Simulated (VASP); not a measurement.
Input of a VASP 6.6.1 run:

Contents of INCAR:

```
SYSTEM = Al
ALGO = Normal ; DIPOL = 0.5 0.5 0.500
EDIFF = 1E-6 ; EDIFFG = -0.01
ENCUT = 520 ; GGA = PE
IBRION = 2 ; IDIPOL = 3
ISIF = 2 ; ISMEAR = -1
LASPH = .TRUE. ; LCHARG = .FALSE.
LDIPOL = .TRUE. ; LREAL = .FALSE.
LWAVE = .FALSE. ; NELM = 80
NSW = 60 ; PREC = Accurate
SIGMA = 0.1
```

Contents of KPOINTS:

```
k-points
0
G
  11 11 1
  0 0 0
```

Contents of POSCAR:

```
Al
1.0
    3.2360515124      0.0000000000      0.0000000000
    0.0000000000      3.2360515124      0.0000000000
    0.0000000000      0.0000000000     19.2361000000
Al
3
Direct
    0.0000000000      0.0000000000      0.4158859771
    0.5000000000      0.5000000000      0.5000000000
    0.0000000000      0.0000000000      0.5841140229
```

Potentials or basis: VASP PAW PBE potentials, release 64 (Al).

Command:

```console
$ cat potpaw_PBE.64/Al/POTCAR > POTCAR
$ mpirun -np 1 vasp_std > vasp.out
```

(1) Predict the band gap on the k mesh.

(2) Estimate the energy gained by relaxing.

## Answers

(1) zero (an odd number of electrons rules out a gap without spin polarisation).

(2) 0.2 meV/atom.
